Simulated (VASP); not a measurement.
# Ta4O (P4/mmm) in VASP: single point with PBE

Aim: the single point of Ta4O with PBE.

Program: VASP 6.6.1. These are calculated values, not measurements. Logs are shortened: lines on timing, memory, paths and dates and some standing lists are left out, and cuts for length are marked.

## (1) The cell of the first run

It takes space group P4/mmm (No. 123, tetragonal). The conventional cell has a = 3.257 Å, b = 3.257 Å, c = 7.409 Å, α = 90.00°, β = 90.00°, γ = 90.00°. Within 3.0 Å of Ta (site symmetry 4/mmm) lie 4 O at 2.30 Å. Ta (site symmetry 4mm) has 1 O at 2.10 Å within 2.8 Å. Within 3.7 Å of Ta (site symmetry 4/mmm) lie 12 Ta at 2.81 to 3.26 Å. Within 2.8 Å of O (site symmetry 4/mmm) lie 6 Ta at 2.10 to 2.30 Å.

## (2) Single point, PBE

INCAR reads:

```
  PREC = Accurate
  ENCUT = 520
  EDIFF = 1E-7
  ISMEAR = 0
  SIGMA = 0.1
  LREAL = F
  LASPH = T
  NELM = 80
  ALGO = Normal
  ISIF = 2
  LWAVE = F
  LCHARG = T
  GGA = PE
  LELF = T
  LVHAR = T
  NBANDS = 33
```

KPOINTS reads:

```
regular mesh
0
Gamma
  6 6 4
```

POSCAR reads:

```
Ta4O
1.0
    3.2574970700      0.0000000000      0.0000000000
    0.0000000000      3.2574970700      0.0000000000
    0.0000000000      0.0000000000      7.4093408600
Ta O
4 1
Direct
    0.0000000000      0.0000000000      0.5000000000
    0.5000000000      0.5000000000      0.7831580000
    0.5000000000      0.5000000000      0.2168420000
    0.0000000000      0.0000000000      0.0000000000
    0.5000000000      0.5000000000      0.5000000000
```

Potentials or basis: VASP PAW PBE potentials, release 64 (Ta_pv, O).

The run is started by

```
$ cat potpaw_PBE.64/Ta_pv/POTCAR potpaw_PBE.64/O/POTCAR > POTCAR
$ mpirun -np 1 vasp_std > vasp.out
```

OUTCAR:

```text
PREC = Accurate
   ENCUT = 520
   EDIFF = 1E-7
   ISMEAR = 0
   LREAL = F
   LASPH = T
   NELM = 80
   ISIF = 2
   GGA = PE

 ion  position               nearest neighbor table
   1  0.000  0.000  0.500-   5 2.30   5 2.30   5 2.30   5 2.30   3 3.12   3 3.12   2 3.12   3 3.12
                             2 3.12   2 3.12   3 3.12   2 3.12
   2  0.500  0.500  0.783-   5 2.10   4 2.81   4 2.81   4 2.81   4 2.81   1 3.12   1 3.12   1 3.12
                             1 3.12   3 3.21
   3  0.500  0.500  0.217-   5 2.10   4 2.81   4 2.81   4 2.81   4 2.81   1 3.12   1 3.12   1 3.12
                             1 3.12   2 3.21
   4  0.000  0.000  0.000-   2 2.81   3 2.81   2 2.81   3 2.81   2 2.81   3 2.81   2 2.81   3 2.81

   5  0.500  0.500  0.500-   2 2.10   3 2.10   1 2.30   1 2.30   1 2.30   1 2.30

  LATTYP: Found a simple tetragonal cell.
 ALAT       =     3.2574970700
 C/A-ratio  =     2.2745502761

  Lattice vectors:

 A1 = (   3.2574970700,   0.0000000000,   0.0000000000)
 A2 = (   0.0000000000,   3.2574970700,   0.0000000000)
 A3 = (   0.0000000000,   0.0000000000,   7.4093408600)

Analysis of symmetry for initial positions (statically):
=====================================================================
 Subroutine PRICEL returns:
 Original cell was already a primitive cell.

 Routine SETGRP: Setting up the symmetry group for a
 simple tetragonal supercell.

 Subroutine GETGRP returns: Found 16 space group operations
 (whereof 16 operations were pure point group operations)
 out of a pool of 16 trial point group operations.

The static configuration has the point symmetry D_4h.

Analysis of symmetry for dynamics (positions and initial velocities):
=====================================================================
 Subroutine PRICEL returns:
 Original cell was already a primitive cell.

 Routine SETGRP: Setting up the symmetry group for a
 simple tetragonal supercell.

 Subroutine GETGRP returns: Found 16 space group operations
 (whereof 16 operations were pure point group operations)
 out of a pool of 16 trial point group operations.

The dynamic configuration has the point symmetry D_4h.

 Subroutine INISYM returns: Found 16 space group operations
 (whereof 16 operations are pure point group operations),
 and found     1 'primitive' translations

----------------------------------------------------------------------------------------

                                     Primitive cell

  volume of cell :      78.6226

  direct lattice vectors                    reciprocal lattice vectors
     3.257497070  0.000000000  0.000000000     0.306984159  0.000000000  0.000000000
     0.000000000  3.257497070  0.000000000     0.000000000  0.306984159  0.000000000
     0.000000000  0.000000000  7.409340860     0.000000000  0.000000000  0.134964772

  length of vectors
     3.257497070  3.257497070  7.409340860     0.306984159  0.306984159  0.134964772

  position of ions in fractional coordinates (direct lattice)
     0.000000000  0.000000000  0.500000000
     0.500000000  0.500000000  0.783158000
     0.500000000  0.500000000  0.216842000
     0.000000000  0.000000000  0.000000000
     0.500000000  0.500000000  0.500000000

  ion indices of the primitive-cell ions
   primitive index   ion index
                 1           1
                 2           2
                 3           3
                 4           4
                 5           5

----------------------------------------------------------------------------------------

 KPOINTS: regular mesh

Automatic generation of k-mesh.
 Grid dimensions read from file:
 generate k-points for:    6    6    4

 Generating k-lattice:

  Cartesian coordinates                     Fractional coordinates (reciprocal lattice)
     0.051164027  0.000000000  0.000000000     0.166666667  0.000000000  0.000000000
     0.000000000  0.051164027  0.000000000     0.000000000  0.166666667  0.000000000
     0.000000000  0.000000000  0.033741193     0.000000000  0.000000000  0.250000000

  Length of vectors
     0.051164027  0.051164027  0.033741193

  Shift w.r.t. Gamma in fractional coordinates (k-lattice)
     0.000000000  0.000000000  0.000000000

 Subroutine IBZKPT returns following result:
 ===========================================

 Found     30 irreducible k-points:

 Following reciprocal coordinates:
            Coordinates               Weight
  0.000000  0.000000  0.000000      1.000000
  0.166667  0.000000  0.000000      4.000000
  0.333333  0.000000  0.000000      4.000000
  0.500000  0.000000  0.000000      2.000000
  0.166667  0.166667  0.000000      4.000000
  0.333333  0.166667  0.000000      8.000000
[... 16 lines left out ...]
  0.333333  0.000000  0.500000      4.000000
  0.500000  0.000000  0.500000      2.000000
 [... further k-points ...]
   k-points           NKPTS =     30   k-points in BZ     NKDIM =     30   number of bands    NBANDS=     33
   number of dos      NEDOS =    301   number of ions     NIONS =      5
   total plane-waves  NPLWV =  32256
   dimension x,y,z NGX =    24 NGY =   24 NGZ =   56
   dimension x,y,z NGXF=    48 NGYF=   48 NGZF=  112
   ions per type =               4   1
   NGX,Y,Z   is equivalent  to a cutoff of  12.25, 12.25, 12.56 a.u.
   NGXF,Y,Z  is equivalent  to a cutoff of  24.50, 24.50, 25.13 a.u.
 SYSTEM =  unknown system
   PREC   = accura    normal or accurate (medium, high low for compatibility)
   ISTART =      0    job   : 0-new  1-cont  2-samecut
   ICHARG =      2    charge: 1-file 2-atom 10-const
   ISPIN  =      1    spin polarized calculation?
   LNONCOLLINEAR =      F non collinear calculations
   LSORBIT =      F    spin-orbit coupling
   LASPH  =      T    aspherical Exc in radial PAW
   ENCUT  =  520.0 eV  38.22 Ry    6.18 a.u.   6.06  6.06 13.78*2*pi/ulx,y,z
   NELM   =     80;   NELMIN=  2; NELMDL= -5     # of ELM steps
   EDIFF  = 0.1E-06   stopping-criterion for ELM
   LREAL  =      F    real-space projection
   EDIFFG = 0.1E-05   stopping-criterion for IOM
   NSW    =      0    number of steps for IOM
   IBRION =     -1    ionic relax: 0-MD 1-quasi-New 2-CG
   NFREE  =      0    steps in history (QN), initial steepest desc. (CG)
   ISIF   =      2    stress and relaxation
   ISYM   =      2    0-nonsym 1-usesym 2-fastsym
   POTIM  = 0.5000    time-step for ionic-motion
   TEBEG  =    0.0;   TEEND  =   0.0 temperature during run
   PSTRESS=    0.0 pullay stress
   NELECT =      50.0000    total number of electrons
   NUPDOWN=      -1.0000    fix difference up-down
   EMIN   =  10.00;   EMAX   =-10.00  energy-range for DOS
   EFERMI =   0.00;   METHOD = LEGACY
   ISMEAR =     0;   SIGMA  =   0.10  broadening in eV -4-tet -1-fermi 0-gaus
   EFERMI_NEDOS =   21; number of points for ismear=-14 and -15
   IALGO  =     38    algorithm
   IMIX   =      4    mixing-type and parameters
     AMIX     =   0.40;   BMIX     =  1.00
     AMIX_MAG =   1.60;   BMIX_MAG =  1.00
  volume/ion in A,a.u.               =      15.72       106.11
  Fermi-wavevector in a.u.,A,eV,Ry     =   1.407826  2.660405 26.966390  1.981974
  Thomas-Fermi vector in A             =   2.530046
   LORBIT       =      0    0 simple, 1 ext, 2 COOP (PROOUT), +10 PAW based schemes
   GGA     = PE    functional components
   LHFCALC =     F    Hartree Fock is set to
   AEXX    =    0.0000 exact exchange contribution
   IVDW    =     0    specifies the selected vdW correction
   LEPSILON=     F    determine dielectric tensor
   LRPA    =     F    only Hartree local field effects (RPA)
 non-spin polarized calculation
 Gauss-broadening in eV      SIGMA  =   0.10
  energy-cutoff  :      520.00
  volume of cell :       78.62
 maximum number of plane-waves:      2144
   NGX = 13   NGY = 13   NGZ = 27

 number of electron      50.0000004 magnetization

 Free energy of the ion-electron system (eV)
  ---------------------------------------------------
  ext. energy  EPLUGINS =         0.00000000
  ---------------------------------------------------
  free energy    TOTEN  =       -55.06226883 eV

  energy without entropy =      -55.05033890  energy(sigma->0) =      -55.05630387

 E-fermi :   6.4356     XC(G=0): -12.6010

 val. band max:        6.4127915196   @ k =   0.5000   0.5000   0.5000
 cond. band min:       6.4764003048   @ k =   0.0000   0.0000   0.2500
 fundamental gap:      0.0636087852
 Fermi energy:         6.4355619702

 k-point     1 :       0.0000    0.0000    0.0000
  band No.  band energies     occupation
      1     -29.0883      2.00000
      2     -29.0883      2.00000
      3     -28.7816      2.00000
      4     -28.2427      2.00000
      5     -28.1215      2.00000
      6     -27.9311      2.00000
[... 25 lines left out ...]
     32       8.0758      0.00000
     33       8.8386      0.00000

 k-point     2 :       0.1667    0.0000    0.0000
  band No.  band energies     occupation
      1     -29.1834      2.00000
      2     -29.0774      2.00000
      3     -28.7684      2.00000
      4     -28.2744      2.00000
      5     -28.1479      2.00000
      6     -27.9404      2.00000
[... 25 lines left out ...]
     32       9.0629      0.00000
     33       9.5172      0.00000

 k-point     3 :       0.3333    0.0000    0.0000
  band No.  band energies     occupation
      1     -29.3609      2.00000
      2     -29.0555      2.00000
      3     -28.7562      2.00000
      4     -28.3259      2.00000
      5     -28.1931      2.00000
      6     -27.9987      2.00000
[... 25 lines left out ...]
     32       9.3622      0.00000
     33       9.6944      0.00000

 k-point     4 :       0.5000    0.0000    0.0000
  band No.  band energies     occupation
      1     -29.4447      2.00000
      2     -29.0445      2.00000
      3     -28.7607      2.00000
      4     -28.3436      2.00000
      5     -28.1994      2.00000
      6     -28.0487      2.00000
[... 673 lines left out ...]
     32       8.1939      0.00000
     33       8.9027      0.00000

 k-point    23 :       0.3333    0.0000    0.5000
  band No.  band energies     occupation
      1     -29.3554      2.00000
      2     -29.0554      2.00000
      3     -28.7613      2.00000
      4     -28.2998      2.00000
      5     -28.1979      2.00000
      6     -28.0389      2.00000
[... 25 lines left out ...]
     32       9.1159      0.00000
     33       9.3645      0.00000

 k-point    24 :       0.5000    0.0000    0.5000
  band No.  band energies     occupation
      1     -29.4364      2.00000
      2     -29.0445      2.00000
      3     -28.7447      2.00000
      4     -28.3689      2.00000
      5     -28.2693      2.00000
      6     -28.0210      2.00000
[... 25 lines left out ...]
     32       9.5714      0.00000
     33      10.5743      0.00000

 [... further k-points ...]
[... 5 lines left out ...]
  --------------------------------------------------------------------------------------
  -------------------------------------------------------------------------------------
  Total       -0.2370998     -0.2370998     -0.2205139      0.0000000     -0.0000000      0.0000000
  in kB       -4.8316359     -4.8316359     -4.4936475      0.0000000     -0.0000000      0.0000000
  external PRESSURE =      -4.7189731 kB  Pullay stress =       0.0000000 kB

 VOLUME and BASIS-vectors are now :
 -----------------------------------------------------------------------------
  energy-cutoff  :      520.00
  volume of cell :       78.62
      direct lattice vectors                 reciprocal lattice vectors
     3.257497070  0.000000000  0.000000000     0.306984159  0.000000000  0.000000000
     0.000000000  3.257497070  0.000000000     0.000000000  0.306984159  0.000000000
     0.000000000  0.000000000  7.409340860     0.000000000  0.000000000  0.134964772

 POSITION                                       TOTAL-FORCE (eV/Angst)
 -----------------------------------------------------------------------------------
      0.00000      0.00000      3.70467        -0.000000     -0.000000      0.000000
      1.62875      1.62875      5.80268         0.000000      0.000000     -0.112986
      1.62875      1.62875      1.60666        -0.000000      0.000000      0.112986
      0.00000      0.00000      0.00000        -0.000000     -0.000000      0.000000
      1.62875      1.62875      3.70467        -0.000000     -0.000000      0.000000
 -----------------------------------------------------------------------------------
    total drift:                                0.000000     -0.000000      0.000000

  FREE ENERGIE OF THE ION-ELECTRON SYSTEM (eV)
  ---------------------------------------------------
  free  energy   TOTEN  =       -55.0622688342 eV

  energy  without entropy=      -55.0503389006  energy(sigma->0) =      -55.05630387
```

Wall time 49 s (1 thread of Intel Xeon Platinum 8488C (Sapphire Rapids), shared host); peak memory 0.2 GiB.

Results:

```
Free energy            : -55.0623 eV
Pressure               : -0.5 GPa
Largest force          : 0.113 eV/Å
Band gap on the k mesh : zero (band 25 reaches 6.64 eV, above the bottom of band 26 at 6.27 eV)
```

Forces on the atoms (eV/Å):
```
Ta   0.000  0.000  0.000
Ta   0.000  0.000 -0.113
Ta   0.000  0.000  0.113
Ta   0.000  0.000  0.000
O    0.000  0.000  0.000
```

Caveat: spin-orbit coupling is left out, which moves the levels of the heavy elements.
